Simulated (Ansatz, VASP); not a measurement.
# One calculation of YPtS2, two programs

File INCAR:

```
PREC = Accurate
ENCUT = 600
EDIFF = 1E-6
ISMEAR = 0
SIGMA = 0.1
LREAL = F
LASPH = T
NELM = 80
ALGO = Normal
ISIF = 3
LWAVE = F
LCHARG = F
GGA = PE
IBRION = 2
NSW = 100
EDIFFG = -0.01
```

File KPOINTS:

```
Automatic mesh
0
Gamma
  12 12 8
```

The input POSCAR:

```
YPtS2
1.0
    3.7222748078      0.0000000000      0.0000000000
   -1.8611374039      3.2235845434      0.0000000000
    0.0000000000      0.0000000000      6.5001674365
Y Pt S
1 1 2
Direct
    0.0000000000      0.0000000000      0.5000000000
    0.0000000000      0.0000000000      0.0000000000
    0.3333333333      0.6666666667      0.2404207647
    0.3333333333      0.6666666667      0.7595792353
```

Input for Ansatz:

```yaml
crystal:
  lattice:
    - [3.7222748078, 0.0, 0.0]
    - [-1.8611374039, 3.2235845434, 0.0]
    - [0.0, 0.0, 6.5001674365]
  atoms:
    - { symbol: "Y", position: [0.0, 0.0, 0.5] }
    - { symbol: Pt, position: [0.0, 0.0, 0.0] }
    - { symbol: S, position: [0.3333333333, 0.6666666667, 0.2404207647] }
    - { symbol: S, position: [0.3333333333, 0.6666666667, 0.7595792353] }
basis:
  ecutwfc: 420
kpoints:
  mp_grid: { grid: [12, 12, 8] }
hamiltonian:
  xc: pbe
scf:
  occupations: { method: gaussian, width: 0.1 }
output:
  forces: true
  stress: true
  eigenvalues: true
  write_density: true
  write_potential: true
  elf: true
  volumetric_format: npy
relax:
  adjacent_minimum: "off"
  f_tol: 0.01
  max_steps: 80
  cell: { stress_tol: 0.05 }
```

Alike in both runs: task relaxation of cell and atoms; functional PBE; k mesh 12 × 12 × 8; occupations gaussian, width 0.1 eV; no spin polarisation.

```csv
,VASP,Ansatz
version,VASP 6.6.1,Ansatz 0.2.0
potentials or method,"VASP PAW PBE potentials, release 64 (Y_sv, Pt, S), cutoff 600 eV","scalar-relativistic, plane waves, PAW"
valence electrons in the cell,33,41
```

```tsv
	VASP	Ansatz	Ansatz less VASP
gap on the k mesh at the Fermi level, each at its own relaxed structure (eV)	none	none	-
relaxed volume (Å³/atom)	19.49	19.51	+0.018
relaxed cell length with the largest relative difference (Å)	6.496	6.500	+0.0040
```

A gap of «none» marks a metal or a gap that the smearing closes. VASP's potentials hold 33 valence electrons a cell and Ansatz's 41, so a difference there can come from the potentials and not from the codes.

Neither program's run includes spin-orbit coupling.
